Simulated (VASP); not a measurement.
Here is a VASP 6.6.1 calculation.

The input INCAR:

```
SYSTEM = BeS
PREC = Accurate ; ENCUT = 600
EDIFF = 1E-7 ; ISMEAR = 0
SIGMA = 0.01 ; LREAL = .FALSE.
LASPH = .TRUE. ; NELM = 100
ALGO = Normal ; ISIF = 3
LWAVE = .FALSE. ; LCHARG = .FALSE.
GGA = PE ; IBRION = 2
NSW = 80 ; EDIFFG = -0.001
```

Contents of KPOINTS:

```
regular mesh
0
G
  8 8 8
  0 0 0
```

File POSCAR:

```
BeS
1.0
    0.0000000000      2.4379189089      2.4379189089
    2.4379189089      0.0000000000      2.4379189089
    2.4379189089      2.4379189089      0.0000000000
Be S
1 1
Direct
    0.0000000000      0.0000000000      0.0000000000
    0.7500000000      0.7500000000      0.7500000000
```

Potentials or basis: VASP PAW PBE potentials, release 64 (Be, S).

The run is started by

```console
$ cat potpaw_PBE.64/Be/POTCAR potpaw_PBE.64/S/POTCAR > POTCAR
$ mpirun -np 1 vasp_std > vasp.out
```

Q: Estimate the band gap on the k mesh.

A: 3.15 eV, indirect (least direct gap 5.68 eV).

Q: Predict the relaxed volume.

A: 14.50 Å³/atom.

Q: What does it give for the relaxed cell?

A: a = 3.448 Å, b = 3.448 Å, c = 3.448 Å, α = 60.00°, β = 60.00°, γ = 60.00°.

Final structure:
```yaml
crystal:
  lattice:
    - [0.00000, 2.43838, 2.43838]
    - [2.43838, 0.00000, 2.43838]
    - [2.43838, 2.43838, 0.00000]
  atoms:
    - { symbol: Be, position: [0.00000, 0.00000, 0.00000] }
    - { symbol: S, position: [0.75000, 0.75000, 0.75000] }
```

A k mesh can miss the band edges. As with any semilocal functional, this PBE gap is likely too small.
